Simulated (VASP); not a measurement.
Sb:

```
Sb
1.0
    -1.87134    1.87134    1.87134
     1.87134   -1.87134    1.87134
     1.87134    1.87134   -1.87134
Sb
1
Cartesian
  0.0000 0.0000 0.0000
```

| Item | Value |
| --- | --- |
| Program | VASP 6.6.1 |
| Task | relaxation of cell and atoms |
| Functional | r2SCAN |
| Potentials or basis | VASP PAW PBE potentials, release 64 (Sb) |
| Cutoff | 600 eV |
| k mesh | 10 × 10 × 10 |
| Occupations | fermi-dirac, width 0.05 eV |
| Spin | no spin polarisation |

At the start: pressure 2.4 GPa; volume 26.21 Å³/atom.

**Question.** How do energy, volume and symmetry change on relaxing?

**Answer.** Over 3 steps the energy falls by 7.0 meV/atom and the volume is 27.18 Å³/atom (+3.7 %); space group Im-3m (No. 229, to 0.05 Å).

Step by step:
| step | energy change (eV) | largest force (eV/Å) | pressure (GPa) | volume (Å³) |
| --- | --- | --- | --- | --- |
| 1 | 0.0000 | 0.0000 | 2.42 | 26.21 |
| 2 | -0.0048 | 0.0000 | -1.39 | 27.75 |
| 3 | -0.0070 | 0.0000 | 0.00 | 27.18 |

Final structure:
```
CELL_PARAMETERS angstrom
-1.89402 1.89402 1.89402
1.89402 -1.89402 1.89402
1.89402 1.89402 -1.89402
ATOMIC_POSITIONS crystal
Sb 0.00000 0.00000 0.00000
```

Caveat: the PAW data sets were made with another functional, which shifts forces and pressure a little.
